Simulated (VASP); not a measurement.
Ga3As:

```
CELL_PARAMETERS angstrom
4.17475 0.00000 0.00000
-2.08738 3.61544 0.00000
0.00000 0.00000 7.87141
ATOMIC_POSITIONS crystal
Ga 0.66667 0.33333 0.16545
Ga 0.66667 0.33333 0.83455
Ga 0.66667 0.33333 0.50000
As 0.33333 0.66667 0.50000
```

The cell was generated, and may not be a known phase.

| Property | Result |
| --- | --- |
| Program | VASP 6.6.1 |
| Task | relaxation of cell and atoms |
| Functional | PBE |
| Potentials or basis | VASP PAW PBE potentials, release 64 (Ga_d, As) |
| Cutoff | 600 eV |
| k mesh | 12 × 12 × 6 |
| Occupations | gaussian, width 0.1 eV |
| Spin | no spin polarisation |

At the start: pressure 0.3 GPa; volume 29.70 Å³/atom.

Problem. Where does the relaxation end?

Solution. Over 10 steps the energy falls by 3.4 meV/atom and the volume is 29.90 Å³/atom (+0.7 %); space group P-6m2 (No. 187, to 0.1 Å) before and after.

The path:
| step | energy change (eV) | largest force (eV/Å) | pressure (GPa) | volume (Å³) |
| --- | --- | --- | --- | --- |
| 1 | 0.0000 | 0.0905 | 0.30 | 118.81 |
| 2 | -0.0090 | 0.0689 | 0.05 | 119.76 |
| 3 | -0.0121 | 0.0556 | -0.24 | 120.84 |
| 4 | -0.0121 | 0.0643 | -0.19 | 120.76 |
| 5 | -0.0121 | 0.0551 | -0.23 | 120.80 |
| 6 | -0.0133 | 0.0449 | -0.07 | 120.04 |
| 7 | -0.0135 | 0.0385 | 0.01 | 119.65 |
| 8 | -0.0135 | 0.0383 | 0.05 | 119.60 |
| 9 | -0.0135 | 0.0474 | 0.01 | 119.63 |
| 10 | -0.0137 | 0.0085 | 0.01 | 119.60 |

Final structure:
```xyz
4
Lattice="4.1404 0.0000 0.0000 -2.0702 3.5857 0.0000 0.0000 0.0000 8.0556" Properties=species:S:1:pos:R:3 pbc="T T T"
Ga    2.0702    1.1952    1.3139
Ga    2.0702    1.1952    6.7417
Ga    2.0702    1.1952    4.0278
As    0.0000    2.3905    4.0278
```
